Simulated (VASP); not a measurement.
# VO2 (P4_2/mnm) in VASP: single point with PBE+U

Aim: the single point of VO2 with PBE+U.

All numbers are computed with VASP 6.6.1; they aren't measurements. Logs are shortened: lines on timing, memory, paths and dates and some standing lists are left out, and cuts for length are marked.

## (1) The cell of the first run

It takes space group P4_2/mnm (No. 136, tetragonal). The conventional cell has a = 4.431 Å, b = 4.431 Å, c = 2.999 Å, α = 90.00°, β = 90.00°, γ = 90.00°. Within 2.5 Å of V (site symmetry mmm) lie 6 O at 1.87 to 1.96 Å. O (site symmetry m2m) has 3 V at 1.87 to 1.96 Å and 1 O at 2.52 Å within 2.6 Å.

## (2) Single point, PBE+U, collinear spin, ferromagnetic start

Input file INCAR:

```
SYSTEM = VO2
ALGO = Normal
EDIFF = 1E-7
ENCUT = 520
GGA = PE
ISIF = 2
ISMEAR = 0
ISPIN = 2
LASPH = .TRUE.
LCHARG = .FALSE.
LDAU = .TRUE.
LDAUJ = 0 0
LDAUL = 2 -1
LDAUPRINT = 1
LDAUTYPE = 2
LDAUU = 3.25 0
LMAXMIX = 4
LORBIT = 11
LREAL = .FALSE.
LWAVE = .FALSE.
MAGMOM = 1 1 0 0 0 0
NBANDS = 38
NELM = 150
PREC = Accurate
SIGMA = 0.05
```

Input file KPOINTS:

```
k-points
0
G
  6 6 8
  0 0 0
```

Input file POSCAR:

```
VO2
1.0
    4.4308504772      0.0000000000      0.0000000000
    0.0000000000      4.4308504772      0.0000000000
    0.0000000000      0.0000000000      2.9988363261
V O
2 4
Direct
    0.0000000000      0.0000000000      0.0000000000
    0.5000000000      0.5000000000      0.5000000000
    0.2988605132      0.2988605132      0.0000000000
    0.2011394868      0.7988605132      0.5000000000
    0.7011394868      0.7011394868      0.0000000000
    0.7988605132      0.2011394868      0.5000000000
```

Potentials or basis: VASP PAW PBE potentials, release 64 (V_sv, O).

The run is started by

```console
> cat potpaw_PBE.64/V_sv/POTCAR potpaw_PBE.64/O/POTCAR > POTCAR
> mpirun -np 1 vasp_std > vasp.out
```

OUTCAR:

```text
SYSTEM = VO2
   EDIFF = 1E-7
   ENCUT = 520
   GGA = PE
   ISIF = 2
   ISMEAR = 0
   ISPIN = 2
   LASPH = .TRUE.
   LORBIT = 11
   LREAL = .FALSE.
   NELM = 150
   PREC = Accurate

 ion  position               nearest neighbor table
   1  0.000  0.000  0.000-   3 1.87   5 1.87   4 1.96   6 1.96   4 1.96   6 1.96
   2  0.500  0.500  0.500-   4 1.87   6 1.87   5 1.96   3 1.96   3 1.96   5 1.96
   3  0.299  0.299  0.000-   1 1.87   2 1.96   2 1.96
   4  0.201  0.799  0.500-   2 1.87   1 1.96   1 1.96
   5  0.701  0.701  0.000-   1 1.87   2 1.96   2 1.96
   6  0.799  0.201  0.500-   2 1.87   1 1.96   1 1.96

  LATTYP: Found a simple tetragonal cell.
 ALAT       =     4.4308504772
 C/A-ratio  =     0.6768082881

  Lattice vectors:

 A1 = (   4.4308504772,   0.0000000000,   0.0000000000)
 A2 = (   0.0000000000,   4.4308504772,   0.0000000000)
 A3 = (   0.0000000000,   0.0000000000,   2.9988363261)

Analysis of symmetry for initial positions (statically):
=====================================================================
 Subroutine PRICEL returns:
 Original cell was already a primitive cell.

 Routine SETGRP: Setting up the symmetry group for a
 simple tetragonal supercell.

 Subroutine GETGRP returns: Found 16 space group operations
 (whereof  8 operations were pure point group operations)
 out of a pool of 16 trial point group operations.

The static configuration has the point symmetry D_2h.
 The point group associated with its full space group is D_4h.

Analysis of symmetry for dynamics (positions and initial velocities):
=====================================================================
 Subroutine PRICEL returns:
 Original cell was already a primitive cell.

 Routine SETGRP: Setting up the symmetry group for a
 simple tetragonal supercell.

 Subroutine GETGRP returns: Found 16 space group operations
 (whereof  8 operations were pure point group operations)
 out of a pool of 16 trial point group operations.

The dynamic configuration has the point symmetry D_2h.
 The point group associated with its full space group is D_4h.

Analysis of structural, dynamic, and magnetic symmetry:
=====================================================================
 Subroutine PRICEL returns:
 Original cell was already a primitive cell.

 Routine SETGRP: Setting up the symmetry group for a
 simple tetragonal supercell.

 Subroutine GETGRP returns: Found 16 space group operations
 (whereof  8 operations were pure point group operations)
 out of a pool of 16 trial point group operations.

The overall configuration has the point symmetry D_2h.
 The point group associated with its full space group is D_4h.

 Subroutine INISYM returns: Found 16 space group operations
 (whereof  8 operations are pure point group operations),
 and found     1 'primitive' translations

----------------------------------------------------------------------------------------

                                     Primitive cell

  volume of cell :      58.8745

  direct lattice vectors                    reciprocal lattice vectors
[... 159 lines left out ...]

  o =  0.0579  v =  0.0000  0.0000  0.0000  0.0000  0.0000 -0.5515 -0.0000 -0.8342  0.0000  0.0000      0.0000  0.0000  0.0000  0.0000  0.0000  0.0000  0.0000  0.0000  0.0000  0.0000
  o =  0.1137  v =  0.0000  0.0000  0.0000  0.0000  0.0000  0.0000  0.7071  0.0000  0.7071  0.0000      0.0000  0.0000  0.0000  0.0000  0.0000  0.0000  0.0000  0.0000  0.0000  0.0000
  o =  0.1307  v =  0.0000  0.0000  0.0000  0.0000  0.0000 -0.0000  0.0000 -0.0000  0.0000 -1.0000      0.0000  0.0000  0.0000  0.0000  0.0000  0.0000  0.0000  0.0000  0.0000  0.0000
  o =  0.1468  v =  0.0000  0.7071 -0.0000  0.7071  0.0000  0.0000  0.0000  0.0000  0.0000  0.0000      0.0000  0.0000  0.0000  0.0000  0.0000  0.0000  0.0000  0.0000  0.0000  0.0000
  o =  0.1732  v = -0.0000  0.0000  0.0000  0.0000 -1.0000  0.0000  0.0000  0.0000  0.0000  0.0000      0.0000  0.0000  0.0000  0.0000  0.0000  0.0000  0.0000  0.0000  0.0000  0.0000
  o =  0.2714  v =  0.0000  0.0000  0.0000  0.0000  0.0000  0.0000  0.7071  0.0000 -0.7071  0.0000      0.0000  0.0000  0.0000  0.0000  0.0000  0.0000  0.0000  0.0000  0.0000  0.0000
  o =  0.2910  v =  0.0000 -0.7071 -0.0000  0.7071  0.0000  0.0000  0.0000  0.0000  0.0000  0.0000      0.0000  0.0000  0.0000  0.0000  0.0000  0.0000  0.0000  0.0000  0.0000  0.0000
  o =  0.3182  v =  0.0000  0.0000  0.0000  0.0000  0.0000 -0.8342 -0.0000  0.5515  0.0000  0.0000      0.0000  0.0000  0.0000  0.0000  0.0000  0.0000  0.0000  0.0000  0.0000  0.0000
  o =  0.3878  v = -0.8394 -0.0000  0.5435  0.0000  0.0000  0.0000  0.0000  0.0000  0.0000  0.0000      0.0000  0.0000  0.0000  0.0000  0.0000  0.0000  0.0000  0.0000  0.0000  0.0000
  o =  0.9278  v = -0.5435  0.0000 -0.8394  0.0000 -0.0000  0.0000  0.0000  0.0000  0.0000  0.0000      0.0000  0.0000  0.0000  0.0000  0.0000  0.0000  0.0000  0.0000  0.0000  0.0000

atom =   2  type =  1  l = 2

 onsite density matrix

spin component  1

  0.5473  0.0000 -0.2463  0.0000 -0.0000
  0.0000  0.2189  0.0000  0.0721  0.0000
 -0.2463  0.0000  0.7683  0.0000 -0.0000
  0.0000  0.0721  0.0000  0.2189  0.0000
 -0.0000  0.0000 -0.0000  0.0000  0.1732

spin component  2

  0.2390  0.0000  0.1198  0.0000  0.0000
  0.0000  0.1925  0.0000  0.0788  0.0000
  0.1198  0.0000  0.1371  0.0000 -0.0000
  0.0000  0.0788  0.0000  0.1925  0.0000
  0.0000  0.0000 -0.0000  0.0000  0.1307

 occupancies and eigenvectors

  o =  0.0579  v =  0.0000  0.0000  0.0000  0.0000  0.0000 -0.5515 -0.0000  0.8342  0.0000  0.0000      0.0000  0.0000  0.0000  0.0000  0.0000  0.0000  0.0000  0.0000  0.0000  0.0000
  o =  0.1137  v =  0.0000  0.0000  0.0000  0.0000  0.0000  0.0000  0.7071  0.0000 -0.7071  0.0000      0.0000  0.0000  0.0000  0.0000  0.0000  0.0000  0.0000  0.0000  0.0000  0.0000
  o =  0.1307  v =  0.0000  0.0000  0.0000  0.0000  0.0000 -0.0000  0.0000  0.0000  0.0000 -1.0000      0.0000  0.0000  0.0000  0.0000  0.0000  0.0000  0.0000  0.0000  0.0000  0.0000
  o =  0.1468  v =  0.0000  0.7071  0.0000 -0.7071 -0.0000  0.0000  0.0000  0.0000  0.0000  0.0000      0.0000  0.0000  0.0000  0.0000  0.0000  0.0000  0.0000  0.0000  0.0000  0.0000
  o =  0.1732  v =  0.0000  0.0000  0.0000  0.0000  1.0000  0.0000  0.0000  0.0000  0.0000  0.0000      0.0000  0.0000  0.0000  0.0000  0.0000  0.0000  0.0000  0.0000  0.0000  0.0000
  o =  0.2714  v =  0.0000  0.0000  0.0000  0.0000  0.0000  0.0000  0.7071  0.0000  0.7071  0.0000      0.0000  0.0000  0.0000  0.0000  0.0000  0.0000  0.0000  0.0000  0.0000  0.0000
  o =  0.2910  v =  0.0000  0.7071  0.0000  0.7071 -0.0000  0.0000  0.0000  0.0000  0.0000  0.0000      0.0000  0.0000  0.0000  0.0000  0.0000  0.0000  0.0000  0.0000  0.0000  0.0000
  o =  0.3182  v =  0.0000  0.0000  0.0000  0.0000  0.0000 -0.8342 -0.0000 -0.5515  0.0000  0.0000      0.0000  0.0000  0.0000  0.0000  0.0000  0.0000  0.0000  0.0000  0.0000  0.0000
  o =  0.3878  v = -0.8394  0.0000 -0.5435  0.0000  0.0000  0.0000  0.0000  0.0000  0.0000  0.0000      0.0000  0.0000  0.0000  0.0000  0.0000  0.0000  0.0000  0.0000  0.0000  0.0000
  o =  0.9278  v = -0.5435 -0.0000  0.8394  0.0000 -0.0000  0.0000  0.0000  0.0000  0.0000  0.0000      0.0000  0.0000  0.0000  0.0000  0.0000  0.0000  0.0000  0.0000  0.0000  0.0000

 number of electron      50.0000017 magnetization       2.0000008

 Free energy of the ion-electron system (eV)
  ---------------------------------------------------
  ext. energy  EPLUGINS =         0.00000000
  ---------------------------------------------------
  free energy    TOTEN  =       -46.47977854 eV

  energy without entropy =      -46.47977854  energy(sigma->0) =      -46.47977854

 E-fermi :   5.5804     XC(G=0): -11.8060

 val. band max:        5.3488163938   @ k =   0.1667   0.1667   0.2500
 cond. band min:       6.4198529754   @ k =   0.5000   0.0000   0.5000
 fundamental gap:      1.0710365816
 Fermi energy:         5.5804446129

 spin component 1

 k-point     1 :       0.0000    0.0000    0.0000
  band No.  band energies     occupation
      1     -60.1077      1.00000
      2     -60.0969      1.00000
      3     -34.1386      1.00000
      4     -34.1386      1.00000
      5     -33.7617      1.00000
      6     -33.7365      1.00000
[... 1913 lines left out ...]
     36      16.9660      0.00000
     37      20.3331      0.00000

 [... further k-points ...]

 [bands above 37 left out]

------------------------ aborting loop because EDIFF is reached ----------------------------------------

  FORCE on cell =-STRESS in cart. coord.  units (eV):
  Direction    XX          YY          ZZ          XY          YZ          ZX
  --------------------------------------------------------------------------------------
  -------------------------------------------------------------------------------------
  Total        4.4471455      4.4471455      4.3684146      0.0000000      0.0000000      0.0000000
  in kB      121.0221780    121.0221780    118.8796390      0.0000000      0.0000000      0.0000000
  external PRESSURE =     120.3079983 kB  Pullay stress =       0.0000000 kB

 VOLUME and BASIS-vectors are now :
 -----------------------------------------------------------------------------
  energy-cutoff  :      520.00
  volume of cell :       58.87
      direct lattice vectors                 reciprocal lattice vectors
     4.430850477  0.000000000  0.000000000     0.225690306  0.000000000  0.000000000
     0.000000000  4.430850477  0.000000000     0.000000000  0.225690306  0.000000000
     0.000000000  0.000000000  2.998836326     0.000000000  0.000000000  0.333462681

 POSITION                                       TOTAL-FORCE (eV/Angst)
 -----------------------------------------------------------------------------------
      0.00000      0.00000      0.00000         0.000000     -0.000000      0.000000
      2.21543      2.21543      1.49942         0.000000     -0.000000      0.000000
      1.32421      1.32421      0.00000         0.042662      0.042662      0.000000
      0.89122      3.53963      1.49942        -0.042662      0.042662      0.000000
      3.10664      3.10664      0.00000        -0.042662     -0.042662     -0.000000
      3.53963      0.89122      1.49942         0.042662     -0.042662     -0.000000
 -----------------------------------------------------------------------------------
    total drift:                                0.000000      0.000000      0.000000

  FREE ENERGIE OF THE ION-ELECTRON SYSTEM (eV)
  ---------------------------------------------------
  free  energy   TOTEN  =       -46.4797785361 eV

  energy  without entropy=      -46.4797785361  energy(sigma->0) =      -46.47977854

 total charge

# of ion       s       p       d       tot
------------------------------------------
    1        2.293   6.349   2.785  11.428
    2        2.293   6.349   2.785  11.428
    3        1.571   3.512   0.000   5.084
    4        1.571   3.512   0.000   5.084
    5        1.571   3.512   0.000   5.084
    6        1.571   3.512   0.000   5.084
--------------------------------------------------
tot         10.872  26.748   5.570  43.190

 magnetization (x)

# of ion       s       p       d       tot
------------------------------------------
    1        0.015   0.013   1.032   1.060
    2        0.015   0.013   1.032   1.060
    3       -0.002  -0.042   0.000  -0.044
    4       -0.002  -0.042   0.000  -0.044
    5       -0.002  -0.042   0.000  -0.044
    6       -0.002  -0.042   0.000  -0.044
--------------------------------------------------
tot          0.022  -0.140   2.065   1.946
```

Run time: 2.8 min. Hardware: 1 thread of Intel Xeon Platinum 8488C (Sapphire Rapids), shared host; peak memory 0.3 GiB.

Results:

```yaml
Free_energy: -46.4798 eV
Pressure: 12.0 GPa
Largest_force: 0.060 eV/Å
Band_gap_on_the_k_mesh: 1.07 eV (least direct gap 1.29 eV)
Net_moment: 2.00 μB per cell
Site_moments: V +1.06; O -0.04 μB
Valence_electrons_inside_the_program's_atomic_spheres: V 11.43; O 5.08
```

Forces in eV/Å, atoms in the order of the input:
```
V    0.000  0.000  0.000
V    0.000  0.000  0.000
O    0.043  0.043  0.000
O   -0.043  0.043  0.000
O   -0.043 -0.043  0.000
O    0.043 -0.043  0.000
```

Stress tensor (GPa, compression positive):
```
12.10  0.00  0.00
 0.00 12.10  0.00
 0.00  0.00 11.89
```

Eigenvalues of the final occupation matrices:
```csv
site,spin,trace,eigenvalues
site 1 d,1,1.93,0.15 0.17 0.29 0.39 0.93
site 1 d,2,0.89,0.06 0.11 0.13 0.27 0.32
site 2 d,1,1.93,0.15 0.17 0.29 0.39 0.93
site 2 d,2,0.89,0.06 0.11 0.13 0.27 0.32
```

Caveat: the cell stands under pressure.
